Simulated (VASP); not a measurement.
Wanted: the native input for a VASP 6.6.1 run.

```
Task                   : relaxation of cell and atoms
Functional             : PBE
Potentials or basis    : VASP PAW PBE potentials, release 64 (Zr_sv, Ag)
Cutoff                 : 600 eV
k mesh                 : 4 × 4 × 4
Occupations            : gaussian, width 0.2 eV
Spin                   : no spin polarisation
Dipole correction      : no
Further INCAR settings : ALGO = Normal; EDIFF = 1e-06; IBRION = 2; EDIFFG = -0.08; NSW = 36; ISIF = 3
```

The structure of Zr4Ag lies in POSCAR:

```
Zr4Ag
1.0
    0.0000000000      3.5648404100      3.5648404100
    3.5648404100      0.0000000000      3.5648404100
    3.5648404100      3.5648404100      0.0000000000
Zr Ag
4 1
Direct
    0.1458072700      0.1458072700      0.1458072700
    0.1458072700      0.1458072700      0.5625781900
    0.1458072700      0.5625781900      0.1458072700
    0.5625781900      0.1458072700      0.1458072700
    0.7500000000      0.7500000000      0.7500000000
```

The cell was built from a structure type or drawn by symmetry, and may not be a known phase.

The input as run:

INCAR

```
SYSTEM = Zr4Ag
PREC = Accurate
ENCUT = 600
EDIFF = 1E-6
ISMEAR = 0
SIGMA = 0.2
LREAL = .False.
LASPH = .True.
NELM = 100
ALGO = Normal
ISIF = 3
LWAVE = .False.
LCHARG = .False.
GGA = PE
IBRION = 2
NSW = 36
EDIFFG = -0.08
```

KPOINTS

```
Automatic mesh
0
Gamma
  4 4 4
  0 0 0
```

Potentials or basis: VASP PAW PBE potentials, release 64 (Zr_sv, Ag).

The run is started by

```bash
$ cat potpaw_PBE.64/Zr_sv/POTCAR potpaw_PBE.64/Ag/POTCAR > POTCAR
$ mpirun -np 1 vasp_std > vasp.out
```

It gave:

The relaxed volume is 27.00 Å³/atom and the relaxed cell is a = 5.758 Å, b = 5.758 Å, c = 5.758 Å, α = 60.00°, β = 60.00°, γ = 60.00°. The space group after relaxing (to 0.1 Å) is F-43m (No. 216), the pressure after relaxing is 0.0 GPa and the band gap on the k mesh is zero (an odd number of electrons rules out a gap without spin polarisation).

Caveat: the k points lie up to 0.33 Å⁻¹ apart in the final cell, too coarse for converged energies and pressures of a metal; the volume moved by over 15 % at a fixed basis, so the end points are rough.

Wall time 11 min on 1 thread of Intel Xeon 8259CL, on a shared host, peak memory 0.26 GiB.
